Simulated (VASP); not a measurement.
Write the native input for VASP 6.6.1 that does the following.

```yaml
Task: relaxation of cell and atoms
Functional: PBE
Potentials_or_basis: VASP PAW PBE potentials, release 64 (Co, Si)
Cutoff: 600 eV
k_mesh: 16 × 16 × 16
Occupations: fermi-dirac, width 0.1 eV
Spin: no spin polarisation
Target_pressure: 120 GPa
Dipole_correction: no
Further_INCAR_settings: ALGO = Normal; EDIFF = 1e-06; IBRION = 2; EDIFFG = -0.005; NSW = 32; ISIF = 3
```

The structure of CoSi (CsCl type) lies in POSCAR:

```
CoSi
1.0
    2.5249801915      0.0000000000      0.0000000000
    0.0000000000      2.5249801915      0.0000000000
    0.0000000000      0.0000000000      2.5249801915
Co Si
1 1
Direct
    0.0000000000      0.0000000000      0.0000000000
    0.5000000000      0.5000000000      0.5000000000
```

One way to write it, as run:

INCAR

```
PREC = Accurate ; ENCUT = 600
EDIFF = 1E-6 ; ISMEAR = -1
SIGMA = 0.1 ; LREAL = False
LASPH = True ; NELM = 100
ALGO = Normal ; ISIF = 3
LWAVE = False ; LCHARG = False
GGA = PE ; IBRION = 2
NSW = 32 ; EDIFFG = -0.005
PSTRESS = 1200.0
```

KPOINTS

```
Automatic mesh
0
Gamma
  16 16 16
```

Potentials or basis: VASP PAW PBE potentials, release 64 (Co, Si).

Launch:

```console
$ cat potpaw_PBE.64/Co/POTCAR potpaw_PBE.64/Si/POTCAR > POTCAR
$ mpirun -np 1 vasp_std > vasp.out
```

It gave:

The relaxed volume is 8.06 Å³/atom. The relaxed cell is a = 2.526 Å, b = 2.526 Å, c = 2.526 Å, α = 90.00°, β = 90.00°, γ = 90.00° and the space group after relaxing (to 0.1 Å) is Pm-3m (No. 221). The energy change on relaxing (the run minimises the enthalpy) is -5.9 meV/atom. The ionic steps are 3. The pressure after relaxing is 120.0 GPa and the band gap on the k mesh is zero (an odd number of electrons rules out a gap without spin polarisation).

Caveat: the cell is relaxed towards a set pressure, so the run minimises the enthalpy, not the energy; an odd number of electrons without spin polarisation forces a metal; a magnetic or distorted state may lie lower.

Wall time 68 s on 1 thread of Intel Xeon 8259CL, on a shared host, peak memory 0.16 GiB.
